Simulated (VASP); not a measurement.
# BP (m) (F-43m) in VASP: further runs, part 2 of 2

VASP 6.6.1. Earlier steps stand in the parts before.

### Step 3. Single point, PBE

This run uses another cell than the first one, of 11.76 Å³/atom, 1.011 times its volume.

Input file INCAR:

```
ALGO     = Normal         # electronic algorithm
EDIFF    = 1E-6           # SCF threshold, eV
ENCUT    = 500            # plane-wave cutoff, eV
GGA      = PE             # functional
GGA_COMPAT= F            
ISIF     = 2              # what is computed and relaxed
ISMEAR   = 0              # smearing method
LASPH    = T              # aspherical terms in the spheres
LCHARG   = F              # write CHGCAR
LREAL    = F              # projectors in reciprocal space
LWAVE    = F              # write WAVECAR
NBANDS   = 11             # bands
NELM     = 120            # most SCF steps
PREC     = Accurate       # precision mode
SIGMA    = 0.02           # smearing width, eV
```

Input file KPOINTS:

```
k-points
0
Gamma
  10 10 10
```

Input file POSCAR:

```
BP
1.0
    0.0000000000      2.2742133262      2.2742133262
    2.2742133262      0.0000000000      2.2742133262
    2.2742133262      2.2742133262      0.0000000000
B P
1 1
Direct
    0.0000000000      0.0000000000      0.0000000000
    0.2500000000      0.2500000000      0.2500000000
```

Potentials or basis: VASP PAW PBE potentials, release 64 (B, P).

On the command line:

```console
$ cat potpaw_PBE.64/B/POTCAR potpaw_PBE.64/P/POTCAR > POTCAR
$ mpirun -np 1 vasp_std > vasp.out
```

OUTCAR:

```text
EDIFF = 1E-6
   ENCUT = 500
   GGA = PE
   ISIF = 2
   ISMEAR = 0
   LASPH = T
   LREAL = F
   NELM = 120
   PREC = Accurate

 ion  position               nearest neighbor table
   1  0.000  0.000  0.000-   2 1.97   2 1.97   2 1.97   2 1.97
   2  0.250  0.250  0.250-   1 1.97   1 1.97   1 1.97   1 1.97

  LATTYP: Found a face centered cubic cell.
 ALAT       =     4.5484266524

  Lattice vectors:

 A1 = (   0.0000000000,   2.2742133262,   2.2742133262)
 A2 = (   2.2742133262,   0.0000000000,   2.2742133262)
 A3 = (   2.2742133262,   2.2742133262,   0.0000000000)

Analysis of symmetry for initial positions (statically):
=====================================================================
 Subroutine PRICEL returns:
 Original cell was already a primitive cell.

 Routine SETGRP: Setting up the symmetry group for a
 face centered cubic supercell.

 Subroutine GETGRP returns: Found 24 space group operations
 (whereof 24 operations were pure point group operations)
 out of a pool of 48 trial point group operations.

The static configuration has the point symmetry T_d .

Analysis of symmetry for dynamics (positions and initial velocities):
=====================================================================
 Subroutine PRICEL returns:
 Original cell was already a primitive cell.

 Routine SETGRP: Setting up the symmetry group for a
 face centered cubic supercell.

 Subroutine GETGRP returns: Found 24 space group operations
 (whereof 24 operations were pure point group operations)
 out of a pool of 48 trial point group operations.

The dynamic configuration has the point symmetry T_d .

 Subroutine INISYM returns: Found 24 space group operations
 (whereof 24 operations are pure point group operations),
 and found     1 'primitive' translations

----------------------------------------------------------------------------------------

                                     Primitive cell

  volume of cell :      23.5247

  direct lattice vectors                    reciprocal lattice vectors
     0.000000000  2.274213326  2.274213326    -0.219856244  0.219856244  0.219856244
     2.274213326  0.000000000  2.274213326     0.219856244 -0.219856244  0.219856244
     2.274213326  2.274213326  0.000000000     0.219856244  0.219856244 -0.219856244

  length of vectors
     3.216223330  3.216223330  3.216223330     0.380802185  0.380802185  0.380802185

  position of ions in fractional coordinates (direct lattice)
     0.000000000  0.000000000  0.000000000
     0.250000000  0.250000000  0.250000000

  ion indices of the primitive-cell ions
   primitive index   ion index
                 1           1
                 2           2

----------------------------------------------------------------------------------------

 KPOINTS: k-points

Automatic generation of k-mesh.
 Grid dimensions read from file:
 generate k-points for:   10   10   10

 Generating k-lattice:

  Cartesian coordinates                     Fractional coordinates (reciprocal lattice)
    -0.021985624  0.021985624  0.021985624     0.100000000  0.000000000  0.000000000
     0.021985624 -0.021985624  0.021985624     0.000000000  0.100000000  0.000000000
     0.021985624  0.021985624 -0.021985624     0.000000000  0.000000000  0.100000000

  Length of vectors
     0.038080219  0.038080219  0.038080219

  Shift w.r.t. Gamma in fractional coordinates (k-lattice)
     0.000000000  0.000000000  0.000000000

 Subroutine IBZKPT returns following result:
 ===========================================

 Found     47 irreducible k-points:

 Following reciprocal coordinates:
            Coordinates               Weight
  0.000000  0.000000  0.000000      1.000000
  0.100000  0.000000  0.000000      8.000000
  0.200000  0.000000  0.000000      8.000000
  0.300000  0.000000  0.000000      8.000000
  0.400000  0.000000  0.000000      8.000000
  0.500000  0.000000  0.000000      4.000000
[... 16 lines left out ...]
  0.300000  0.300000  0.000000      6.000000
  0.400000  0.300000  0.000000     24.000000
 [... further k-points ...]
   k-points           NKPTS =     47   k-points in BZ     NKDIM =     47   number of bands    NBANDS=     11
   number of dos      NEDOS =    301   number of ions     NIONS =      2
   total plane-waves  NPLWV =  13824
   dimension x,y,z NGX =    24 NGY =   24 NGZ =   24
   dimension x,y,z NGXF=    48 NGYF=   48 NGZF=   48
   ions per type =               1   1
   NGX,Y,Z   is equivalent  to a cutoff of  12.41, 12.41, 12.41 a.u.
   NGXF,Y,Z  is equivalent  to a cutoff of  24.81, 24.81, 24.81 a.u.
 SYSTEM =  unknown system
   PREC   = accura    normal or accurate (medium, high low for compatibility)
   ISTART =      0    job   : 0-new  1-cont  2-samecut
   ICHARG =      2    charge: 1-file 2-atom 10-const
   ISPIN  =      1    spin polarized calculation?
   LNONCOLLINEAR =      F non collinear calculations
   LSORBIT =      F    spin-orbit coupling
   LASPH  =      T    aspherical Exc in radial PAW
   ENCUT  =  500.0 eV  36.75 Ry    6.06 a.u.   5.86  5.86  5.86*2*pi/ulx,y,z
   NELM   =    120;   NELMIN=  2; NELMDL= -5     # of ELM steps
   EDIFF  = 0.1E-05   stopping-criterion for ELM
   LREAL  =      F    real-space projection
   EDIFFG = 0.1E-04   stopping-criterion for IOM
   NSW    =      0    number of steps for IOM
   IBRION =     -1    ionic relax: 0-MD 1-quasi-New 2-CG
   NFREE  =      0    steps in history (QN), initial steepest desc. (CG)
   ISIF   =      2    stress and relaxation
   ISYM   =      2    0-nonsym 1-usesym 2-fastsym
   POTIM  = 0.5000    time-step for ionic-motion
   TEBEG  =    0.0;   TEEND  =   0.0 temperature during run
   PSTRESS=    0.0 pullay stress
   NELECT =       8.0000    total number of electrons
   NUPDOWN=      -1.0000    fix difference up-down
   EMIN   =  10.00;   EMAX   =-10.00  energy-range for DOS
   EFERMI =   0.00;   METHOD = LEGACY
   ISMEAR =     0;   SIGMA  =   0.02  broadening in eV -4-tet -1-fermi 0-gaus
   EFERMI_NEDOS =   21; number of points for ismear=-14 and -15
   IALGO  =     38    algorithm
   IMIX   =      4    mixing-type and parameters
     AMIX     =   0.40;   BMIX     =  1.00
     AMIX_MAG =   1.60;   BMIX_MAG =  1.00
  volume/ion in A,a.u.               =      11.76        79.38
  Fermi-wavevector in a.u.,A,eV,Ry     =   1.142695  2.159380 17.765830  1.305752
  Thomas-Fermi vector in A             =   2.279392
   LORBIT       =      0    0 simple, 1 ext, 2 COOP (PROOUT), +10 PAW based schemes
   GGA     = PE    functional components
   LHFCALC =     F    Hartree Fock is set to
   AEXX    =    0.0000 exact exchange contribution
   IVDW    =     0    specifies the selected vdW correction
   LEPSILON=     F    determine dielectric tensor
   LRPA    =     F    only Hartree local field effects (RPA)
 non-spin polarized calculation
 Gauss-broadening in eV      SIGMA  =   0.02
  energy-cutoff  :      500.00
  volume of cell :       23.52
 maximum number of plane-waves:       610
   NGX = 11   NGY = 11   NGZ = 11

 number of electron       8.0000000 magnetization

 Free energy of the ion-electron system (eV)
  ---------------------------------------------------
  ext. energy  EPLUGINS =         0.00000000
  ---------------------------------------------------
  free energy    TOTEN  =       -12.93057225 eV

  energy without entropy =      -12.93057225  energy(sigma->0) =      -12.93057225

 E-fermi :   7.4750     XC(G=0): -10.8776

 val. band max:        7.3516738098   @ k =   0.0000   0.0000   0.0000
 cond. band min:       8.6002919791   @ k =   0.4000   0.4000   0.0000
 fundamental gap:      1.2486181693
 Fermi energy:         7.4749673201

 k-point     1 :       0.0000    0.0000    0.0000
  band No.  band energies     occupation
      1      -8.0474      2.00000
      2       7.3517      2.00000
      3       7.3517      2.00000
      4       7.3517      2.00000
      5      10.7424      0.00000
      6      10.7424      0.00000
      7      10.7424      0.00000
      8      14.6214      0.00000
      9      18.8182      0.00000
     10      19.4608      0.00000
     11      19.4608      0.00000
[... 309 lines left out ...]
 k-point    24 :       0.4000    0.3000    0.0000
  band No.  band energies     occupation
      1      -5.1260      2.00000
      2       1.2065      2.00000
      3       3.3290      2.00000
      4       3.8580      2.00000
      5       9.1686      0.00000
      6      10.9768      0.00000
      7      16.7806      0.00000
      8      16.7959      0.00000
      9      21.2722      0.00000
     10      22.5747      0.00000
     11      24.3121      0.00000

 [... further k-points ...]
[... 5 lines left out ...]
  --------------------------------------------------------------------------------------
  -------------------------------------------------------------------------------------
  Total       -0.0331729     -0.0331729     -0.0331729      0.0000000      0.0000000     -0.0000000
  in kB       -2.2592800     -2.2592800     -2.2592800      0.0000000      0.0000000     -0.0000000
  external PRESSURE =      -2.2592800 kB  Pullay stress =       0.0000000 kB

 VOLUME and BASIS-vectors are now :
 -----------------------------------------------------------------------------
  energy-cutoff  :      500.00
  volume of cell :       23.52
      direct lattice vectors                 reciprocal lattice vectors
     0.000000000  2.274213326  2.274213326    -0.219856244  0.219856244  0.219856244
     2.274213326  0.000000000  2.274213326     0.219856244 -0.219856244  0.219856244
     2.274213326  2.274213326  0.000000000     0.219856244  0.219856244 -0.219856244

 POSITION                                       TOTAL-FORCE (eV/Angst)
 -----------------------------------------------------------------------------------
      0.00000      0.00000      0.00000         0.000000      0.000000      0.000000
      1.13711      1.13711      1.13711        -0.000000     -0.000000     -0.000000
 -----------------------------------------------------------------------------------
    total drift:                                0.000000      0.000000      0.000000

  FREE ENERGIE OF THE ION-ELECTRON SYSTEM (eV)
  ---------------------------------------------------
  free  energy   TOTEN  =       -12.9305722522 eV

  energy  without entropy=      -12.9305722522  energy(sigma->0) =      -12.93057225
```

Run time: 10 s. Hardware: 1 thread of AMD EPYC 7R43 (Zen 3), shared host; peak memory 0.1 GiB.

What came out:

```
Free energy            : -12.9306 eV
Pressure               : -0.2 GPa
Band gap on the k mesh : 1.25 eV, indirect (least direct gap 3.39 eV)
```

### Step 4. Relaxation of cell and atoms, PBE

Input file INCAR:

```
ALGO = Normal
EDIFF = 1E-7
EDIFFG = -0.002
ENCUT = 500
GGA = PE
GGA_COMPAT = False
IBRION = 2
ISIF = 3
ISMEAR = 0
LASPH = True
LCHARG = False
LREAL = False
LWAVE = False
NELM = 120
NELMIN = 4
NSW = 100
PREC = Accurate
SIGMA = 0.02
```

KPOINTS is that of step 3.

Input file POSCAR:

```
BP
1.0
    0.0000000000      2.2660723800      2.2660723800
    2.2660723800      0.0000000000      2.2660723800
    2.2660723800      2.2660723800      0.0000000000
B P
1 1
Direct
    0.0000000000      0.0000000000      0.0000000000
    0.2500000000      0.2500000000      0.2500000000
```

Potentials or basis: VASP PAW PBE potentials, release 64 (B, P).

On the command line:

```console
$ cat potpaw_PBE.64/B/POTCAR potpaw_PBE.64/P/POTCAR > POTCAR
$ mpirun -np 1 vasp_std > vasp.out
```

OUTCAR:

```text
EDIFF = 1E-7
   EDIFFG = -0.002
   ENCUT = 500
   GGA = PE
   IBRION = 2
   ISIF = 3
   ISMEAR = 0
   LASPH = True
   LREAL = False
   NELM = 120
   NELMIN = 4
   NSW = 100
   PREC = Accurate

 ion  position               nearest neighbor table
   1  0.000  0.000  0.000-   2 1.96   2 1.96   2 1.96   2 1.96
   2  0.250  0.250  0.250-   1 1.96   1 1.96   1 1.96   1 1.96

  LATTYP: Found a face centered cubic cell.
 ALAT       =     4.5321447600

  Lattice vectors:

 A1 = (   0.0000000000,   2.2660723800,   2.2660723800)
 A2 = (   2.2660723800,   0.0000000000,   2.2660723800)
 A3 = (   2.2660723800,   2.2660723800,   0.0000000000)

Analysis of symmetry for initial positions (statically):
[... 252 lines left out ...]
  free energy    TOTEN  =       -12.93049034 eV

  energy without entropy =      -12.93049034  energy(sigma->0) =      -12.93049034

 E-fermi :   7.5153     XC(G=0): -10.8835

 val. band max:        7.3677707540   @ k =   0.0000   0.0000   0.0000
 cond. band min:       8.6146510795   @ k =   0.4000   0.4000   0.0000
 fundamental gap:      1.2468803254
 Fermi energy:         7.5153159194

 k-point     1 :       0.0000    0.0000    0.0000
  band No.  band energies     occupation
      1      -8.0435      2.00000
      2       7.3678      2.00000
      3       7.3678      2.00000
      4       7.3678      2.00000
      5      10.7604      0.00000
      6      10.7604      0.00000
      7      10.7604      0.00000
      8      14.6583      0.00000
[... 243 lines left out ...]
 k-point    24 :       0.4000    0.3000    0.0000
  band No.  band energies     occupation
      1      -5.1185      2.00000
      2       1.2197      2.00000
      3       3.3400      2.00000
      4       3.8699      2.00000
      5       9.1838      0.00000
      6      10.9926      0.00000
      7      16.8068      0.00000
      8      16.8207      0.00000

 [... further k-points ...]
[... 5 lines left out ...]
  --------------------------------------------------------------------------------------
  -------------------------------------------------------------------------------------
  Total        0.0011121      0.0011121      0.0011121      0.0000000      0.0000000      0.0000000
  in kB        0.0758433      0.0758433      0.0758433      0.0000000      0.0000000      0.0000000
  external PRESSURE =       0.0758433 kB  Pullay stress =       0.0000000 kB
[... 17 lines left out ...]
  FREE ENERGIE OF THE ION-ELECTRON SYSTEM (eV)
  ---------------------------------------------------
  free  energy   TOTEN  =       -12.9304903372 eV

  energy  without entropy=      -12.9304903372  energy(sigma->0) =      -12.93049034

 reached required accuracy - stopping structural energy minimisation
```

CONTCAR:

```text
BP
   1.00000000000000
     0.0000000000000000    2.2731710380012284    2.2731710380012284
     2.2731710380012284    0.0000000000000000    2.2731710380012284
     2.2731710380012284    2.2731710380012284    0.0000000000000000
  B               P
     1     1
Direct
     0.0000000000000000    0.0000000000000000    0.0000000000000000
     0.2500000000000000    0.2500000000000000    0.2500000000000000

  0.00000000E+00  0.00000000E+00  0.00000000E+00
  0.00000000E+00  0.00000000E+00  0.00000000E+00
```

It took 22 s on 1 thread of AMD EPYC 7R43 (Zen 3), shared host; peak memory 0.1 GiB.

What came out:

```
Free energy                            : -12.9305 eV
Relaxed volume                         : 11.75 Å³/atom
Relaxed cell                           : a = 3.215 Å, b = 3.215 Å, c = 3.215 Å, α = 60.00°, β = 60.00°, γ = 60.00°
Space group after relaxing (to 0.05 Å) : F-43m (No. 216)
Energy gained by relaxing              : 0.5 meV/atom
Ionic steps                            : 3
Pressure after relaxing                : 0.0 GPa
Band gap on the k mesh                 : 1.25 eV, indirect (least direct gap 3.39 eV)
```

The path:
```
step  energy change (eV)  largest force (eV/Å)  pressure (GPa)  volume (Å³)
   1              0.0000                0.0000            1.55        23.27
   2             -0.0005                0.0000           -1.09        23.65
   3             -0.0011                0.0000            0.01        23.49
```

Final structure:
```cif
data_structure
_symmetry_space_group_name_H-M 'P 1'
_symmetry_Int_Tables_number 1
_cell_length_a 3.2147
_cell_length_b 3.2147
_cell_length_c 3.2147
_cell_angle_alpha 60.000
_cell_angle_beta 60.000
_cell_angle_gamma 60.000
_cell_volume 23.49
loop_
_atom_site_label
_atom_site_type_symbol
_atom_site_fract_x
_atom_site_fract_y
_atom_site_fract_z
_atom_site_occupancy
B1 B 0.00000 0.00000 0.00000 1
P1 P 0.25000 0.25000 0.25000 1
```

Levels at points of the mesh, in eV from the valence-band top:
```tsv
k point	band 2	band 3	band 4	band 5	band 6	band 7
(0.00, 0.00, 0.00)	0.00	0.00	0.00	3.39	3.39	3.39
(0.50, 0.00, 0.00)	-8.99	-1.75	-1.75	3.75	4.71	4.71
(0.50, 0.50, 0.00)	-8.55	-4.09	-4.09	1.34	1.66	12.07
```

A k mesh can miss the band edges.

### Step 5. The runs side by side

| task | cell | k mesh | smearing | gap on the mesh (eV) | pressure (GPa) |
| --- | --- | --- | --- | --- | --- |
| single point | a = 3.205 Å, angles 60.0°, 2 atoms | 8 × 8 × 8 | gaussian 0.1 eV | 1.26 | 1.6 |
| single point | a = 3.216 Å, angles 60.0°, 2 atoms | 10 × 10 × 10 | gaussian 0.02 eV | 1.25 | -0.2 |
| relaxation of cell and atoms | relaxed from a = 3.205 Å, angles 60.0°, 2 atoms | 10 × 10 × 10 | gaussian 0.02 eV | 1.25 | 0.0 |

Alike in all rows: level PBE; potentials or basis VASP PAW PBE potentials, release 64 (B, P); no spin polarisation; cutoff (eV) 500.

Absolute energies hang on the potentials; compare differences alone.
